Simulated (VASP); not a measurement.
# Bi (Im-3m) in VASP: a series of runs

The runs below take Bi through single point, relaxation of cell and atoms, with PBE.

All numbers are computed with VASP 6.6.1; they aren't measurements. Logs are shortened: lines on timing, memory, paths and dates and some standing lists are left out, and cuts for length are marked.

**1. The cell of the first run**

The structure is cubic, space group Im-3m (No. 229). The conventional cell has a = 6.269 Å, b = 6.269 Å, c = 6.269 Å, α = 90.00°, β = 90.00°, γ = 90.00°. Bi (site symmetry 4/mmm) has 4 Bi at 3.13 Å within 4.1 Å.

The cell was built from a structure type or drawn by symmetry, and may not be a known phase.

**2. Single point, PBE**

Contents of INCAR:

```
  PREC = Accurate
  ENCUT = 520
  EDIFF = 1E-7
  ISMEAR = 0
  SIGMA = 0.1
  LREAL = F
  LASPH = T
  NELM = 100
  ALGO = Normal
  ISIF = 2
  LWAVE = F
  LCHARG = F
  GGA = PE
  NBANDS = 30
```

Contents of KPOINTS:

```
Automatic mesh
0
Gamma
  4 4 4
```

Contents of POSCAR:

```
Bi
1.0
   -3.1345178110      3.1345178110      3.1345178110
    3.1345178110     -3.1345178110      3.1345178110
    3.1345178110      3.1345178110     -3.1345178110
Bi
3
Direct
    0.0000000000      0.5000000000      0.5000000000
    0.5000000000      0.0000000000      0.5000000000
    0.5000000000      0.5000000000      0.0000000000
```

Potentials or basis: VASP PAW PBE potentials, release 64 (Bi_d).

Run with:

```sh
$ cat potpaw_PBE.64/Bi_d/POTCAR > POTCAR
$ mpirun -np 1 vasp_std > vasp.out
```

OUTCAR:

```text
PREC = Accurate
   ENCUT = 520
   EDIFF = 1E-7
   ISMEAR = 0
   LREAL = F
   LASPH = T
   NELM = 100
   ISIF = 2
   GGA = PE

 ion  position               nearest neighbor table
   1  0.000  0.500  0.500-   2 3.13   3 3.13   3 3.13   2 3.13
   2  0.500  0.000  0.500-   1 3.13   3 3.13   3 3.13   1 3.13
   3  0.500  0.500  0.000-   1 3.13   2 3.13   2 3.13   1 3.13

  LATTYP: Found a body centered cubic cell.
 ALAT       =     6.2690356220

  Lattice vectors:

 A1 = (  -3.1345178110,   3.1345178110,   3.1345178110)
 A2 = (   3.1345178110,  -3.1345178110,   3.1345178110)
 A3 = (   3.1345178110,   3.1345178110,  -3.1345178110)

Analysis of symmetry for initial positions (statically):
=====================================================================
 Subroutine PRICEL returns:
 Original cell was already a primitive cell.

 Routine SETGRP: Setting up the symmetry group for a
 body centered cubic supercell.

 Subroutine GETGRP returns: Found 48 space group operations
 (whereof 48 operations were pure point group operations)
 out of a pool of 48 trial point group operations.

The static configuration has the point symmetry O_h .

Analysis of symmetry for dynamics (positions and initial velocities):
=====================================================================
 Subroutine PRICEL returns:
 Original cell was already a primitive cell.

 Routine SETGRP: Setting up the symmetry group for a
 body centered cubic supercell.

 Subroutine GETGRP returns: Found 48 space group operations
 (whereof 48 operations were pure point group operations)
 out of a pool of 48 trial point group operations.

The dynamic configuration has the point symmetry O_h .

 Subroutine INISYM returns: Found 48 space group operations
 (whereof 48 operations are pure point group operations),
 and found     1 'primitive' translations

----------------------------------------------------------------------------------------

                                     Primitive cell

  volume of cell :     123.1891

  direct lattice vectors                    reciprocal lattice vectors
    -3.134517811  3.134517811  3.134517811     0.000000000  0.159514168  0.159514168
     3.134517811 -3.134517811  3.134517811     0.159514168  0.000000000  0.159514168
     3.134517811  3.134517811 -3.134517811     0.159514168  0.159514168  0.000000000

  length of vectors
     5.429144106  5.429144106  5.429144106     0.225587099  0.225587099  0.225587099

  position of ions in fractional coordinates (direct lattice)
     0.000000000  0.500000000  0.500000000
     0.500000000  0.000000000  0.500000000
     0.500000000  0.500000000  0.000000000

  ion indices of the primitive-cell ions
   primitive index   ion index
                 1           1
                 2           2
                 3           3

----------------------------------------------------------------------------------------

 KPOINTS: Automatic mesh

Automatic generation of k-mesh.
 Grid dimensions read from file:
 generate k-points for:    4    4    4

 Generating k-lattice:

  Cartesian coordinates                     Fractional coordinates (reciprocal lattice)
     0.000000000  0.039878542  0.039878542     0.250000000  0.000000000  0.000000000
     0.039878542  0.000000000  0.039878542     0.000000000  0.250000000  0.000000000
     0.039878542  0.039878542  0.000000000     0.000000000  0.000000000  0.250000000

  Length of vectors
     0.056396775  0.056396775  0.056396775

  Shift w.r.t. Gamma in fractional coordinates (k-lattice)
     0.000000000  0.000000000  0.000000000

 Subroutine IBZKPT returns following result:
 ===========================================

 Found      8 irreducible k-points:

 Following reciprocal coordinates:
            Coordinates               Weight
  0.000000  0.000000  0.000000      1.000000
  0.250000  0.000000  0.000000     12.000000
  0.500000  0.000000  0.000000      6.000000
  0.250000  0.250000  0.000000     24.000000
  0.250000  0.250000  0.250000      2.000000
 -0.250000  0.250000  0.250000      6.000000
  0.500000  0.500000  0.250000     12.000000
  0.500000  0.500000  0.500000      1.000000
   k-points           NKPTS =      8   k-points in BZ     NKDIM =      8   number of bands    NBANDS=     30
   number of dos      NEDOS =    301   number of ions     NIONS =      3
   total plane-waves  NPLWV =  64000
   dimension x,y,z NGX =    40 NGY =   40 NGZ =   40
   dimension x,y,z NGXF=    80 NGYF=   80 NGZF=   80
   ions per type =               3
   NGX,Y,Z   is equivalent  to a cutoff of  12.25, 12.25, 12.25 a.u.
   NGXF,Y,Z  is equivalent  to a cutoff of  24.50, 24.50, 24.50 a.u.
 SYSTEM =  unknown system
   PREC   = accura    normal or accurate (medium, high low for compatibility)
   ISTART =      0    job   : 0-new  1-cont  2-samecut
   ICHARG =      2    charge: 1-file 2-atom 10-const
   ISPIN  =      1    spin polarized calculation?
   LNONCOLLINEAR =      F non collinear calculations
   LSORBIT =      F    spin-orbit coupling
   LASPH  =      T    aspherical Exc in radial PAW
   ENCUT  =  520.0 eV  38.22 Ry    6.18 a.u.  10.09 10.09 10.09*2*pi/ulx,y,z
   NELM   =    100;   NELMIN=  2; NELMDL= -5     # of ELM steps
   EDIFF  = 0.1E-06   stopping-criterion for ELM
   LREAL  =      F    real-space projection
   EDIFFG = 0.1E-05   stopping-criterion for IOM
   NSW    =      0    number of steps for IOM
   IBRION =     -1    ionic relax: 0-MD 1-quasi-New 2-CG
   NFREE  =      0    steps in history (QN), initial steepest desc. (CG)
   ISIF   =      2    stress and relaxation
   ISYM   =      2    0-nonsym 1-usesym 2-fastsym
   POTIM  = 0.5000    time-step for ionic-motion
   TEBEG  =    0.0;   TEEND  =   0.0 temperature during run
   PSTRESS=    0.0 pullay stress
   NELECT =      45.0000    total number of electrons
   NUPDOWN=      -1.0000    fix difference up-down
   EMIN   =  10.00;   EMAX   =-10.00  energy-range for DOS
   EFERMI =   0.00;   METHOD = LEGACY
   ISMEAR =     0;   SIGMA  =   0.10  broadening in eV -4-tet -1-fermi 0-gaus
   EFERMI_NEDOS =   21; number of points for ismear=-14 and -15
   IALGO  =     38    algorithm
   IMIX   =      4    mixing-type and parameters
     AMIX     =   0.40;   BMIX     =  1.00
     AMIX_MAG =   1.60;   BMIX_MAG =  1.00
  volume/ion in A,a.u.               =      41.06       277.11
  Fermi-wavevector in a.u.,A,eV,Ry     =   1.170276  2.211501 18.633800  1.369546
  Thomas-Fermi vector in A             =   2.306737
   LORBIT       =      0    0 simple, 1 ext, 2 COOP (PROOUT), +10 PAW based schemes
   GGA     = PE    functional components
   LHFCALC =     F    Hartree Fock is set to
   AEXX    =    0.0000 exact exchange contribution
   IVDW    =     0    specifies the selected vdW correction
   LEPSILON=     F    determine dielectric tensor
   LRPA    =     F    only Hartree local field effects (RPA)
 non-spin polarized calculation
 Gauss-broadening in eV      SIGMA  =   0.10
  energy-cutoff  :      520.00
  volume of cell :      123.19
 maximum number of plane-waves:      3352
   NGX = 21   NGY = 21   NGZ = 21

 number of electron      44.9999979 magnetization

 Free energy of the ion-electron system (eV)
  ---------------------------------------------------
  ext. energy  EPLUGINS =         0.00000000
  ---------------------------------------------------
  free energy    TOTEN  =        -9.82526660 eV

  energy without entropy =       -9.80269805  energy(sigma->0) =       -9.81398233

 E-fermi :   4.7989     XC(G=0):  -8.8029

 val. band max:        4.7723962952   @ k =   0.5000   0.5000   0.2500
 cond. band min:       4.9159186206   @ k =   0.2500   0.2500   0.0000
 fundamental gap:      0.1435223254
 Fermi energy:         4.7988628161

 k-point     1 :       0.0000    0.0000    0.0000
  band No.  band energies     occupation
      1     -18.3460      2.00000
      2     -18.3460      2.00000
      3     -18.1698      2.00000
      4     -18.1698      2.00000
      5     -18.1698      2.00000
      6     -18.1508      2.00000
[... 22 lines left out ...]
     29      10.2062      0.00000
     30      10.2062      0.00000

 k-point     2 :       0.2500    0.0000    0.0000
  band No.  band energies     occupation
      1     -18.3281      2.00000
      2     -18.2763      2.00000
      3     -18.1553      2.00000
      4     -18.1536      2.00000
      5     -18.1405      2.00000
      6     -18.1272      2.00000
[... 22 lines left out ...]
     29       9.4808      0.00000
     30      10.5388      0.00000

 k-point     3 :       0.5000    0.0000    0.0000
  band No.  band energies     occupation
      1     -18.3111      2.00000
      2     -18.1369      2.00000
      3     -18.1326      2.00000
      4     -18.1254      2.00000
      5     -18.0842      2.00000
      6     -18.0825      2.00000
[... 22 lines left out ...]
     29      11.6196      0.00000
     30      11.7295      0.00000

 k-point     4 :       0.2500    0.2500    0.0000
  band No.  band energies     occupation
      1     -18.2887      2.00000
      2     -18.1942      2.00000
      3     -18.1365      2.00000
      4     -18.1169      2.00000
      5     -18.1160      2.00000
      6     -18.0716      2.00000
[... 22 lines left out ...]
     29      10.9344      0.00000
     30      11.7625      0.00000

 k-point     5 :       0.2500    0.2500    0.2500
  band No.  band energies     occupation
      1     -18.1260      2.00000
      2     -18.1260      2.00000
      3     -18.1260      2.00000
      4     -18.0877      2.00000
      5     -18.0825      2.00000
      6     -18.0825      2.00000
[... 22 lines left out ...]
     29      10.5004      0.00000
     30      10.5004      0.00000

 k-point     6 :      -0.2500    0.2500    0.2500
  band No.  band energies     occupation
      1     -18.3572      2.00000
      2     -18.2362      2.00000
      3     -18.1646      2.00000
      4     -18.1350      2.00000
      5     -18.1350      2.00000
      6     -18.0691      2.00000
[... 22 lines left out ...]
     29      10.6646      0.00000
     30      11.5988      0.00000

 k-point     7 :       0.5000    0.5000    0.2500
  band No.  band energies     occupation
      1     -18.3588      2.00000
      2     -18.1953      2.00000
      3     -18.1672      2.00000
      4     -18.1492      2.00000
      5     -18.1472      2.00000
      6     -18.1323      2.00000
[... 22 lines left out ...]
     29      10.7178      0.00000
     30      11.7928      0.00000

 k-point     8 :       0.5000    0.5000    0.5000
  band No.  band energies     occupation
      1     -18.4057      2.00000
      2     -18.2106      2.00000
      3     -18.2106      2.00000
      4     -18.1595      2.00000
      5     -18.1595      2.00000
      6     -18.1595      2.00000
[... 22 lines left out ...]
     29      11.4155      0.00000
     30      11.4156      0.00000

------------------------ aborting loop because EDIFF is reached ----------------------------------------

  FORCE on cell =-STRESS in cart. coord.  units (eV):
  Direction    XX          YY          ZZ          XY          YZ          ZX
  --------------------------------------------------------------------------------------
  -------------------------------------------------------------------------------------
  Total       -0.1058762     -0.1058762     -0.1058762     -0.0000000     -0.0000000      0.0000000
  in kB       -1.3770088     -1.3770088     -1.3770088     -0.0000000     -0.0000000      0.0000000
  external PRESSURE =      -1.3770088 kB  Pullay stress =       0.0000000 kB

 VOLUME and BASIS-vectors are now :
 -----------------------------------------------------------------------------
  energy-cutoff  :      520.00
  volume of cell :      123.19
      direct lattice vectors                 reciprocal lattice vectors
    -3.134517811  3.134517811  3.134517811     0.000000000  0.159514168  0.159514168
     3.134517811 -3.134517811  3.134517811     0.159514168  0.000000000  0.159514168
     3.134517811  3.134517811 -3.134517811     0.159514168  0.159514168  0.000000000

 POSITION                                       TOTAL-FORCE (eV/Angst)
 -----------------------------------------------------------------------------------
      3.13452      0.00000      0.00000        -0.000000     -0.000000      0.000000
      0.00000      3.13452      0.00000         0.000000      0.000000     -0.000000
      0.00000      0.00000      3.13452         0.000000      0.000000      0.000000
 -----------------------------------------------------------------------------------
    total drift:                               -0.000000     -0.000000      0.000000

  FREE ENERGIE OF THE ION-ELECTRON SYSTEM (eV)
  ---------------------------------------------------
  free  energy   TOTEN  =        -9.8252666027 eV

  energy  without entropy=       -9.8026980483  energy(sigma->0) =       -9.81398233
```

Run time: 32 s. Hardware: 1 thread of Intel Xeon 8259CL, shared host; peak memory 0.24 GiB.

What came out:

* Free energy: -9.8253 eV
* Pressure: -0.1 GPa
* Band gap on the k mesh: zero (an odd number of electrons rules out a gap without spin polarisation)

Levels at points of the mesh, in eV from the Fermi level:
```csv
k point,band 21,band 22,band 23,band 24,band 25,band 26
"(0.00, 0.00, 0.00)",-3.31,-0.30,-0.30,-0.30,3.48,3.67
"(0.50, 0.00, 0.00)",-0.86,-0.60,-0.08,0.26,0.71,1.76
"(0.50, 0.50, 0.50)",-4.41,0.71,0.71,0.71,4.02,5.94
```

Caveat: spin-orbit coupling is left out, which moves the levels of the heavy elements.

(Continued in part 2 of 2.)
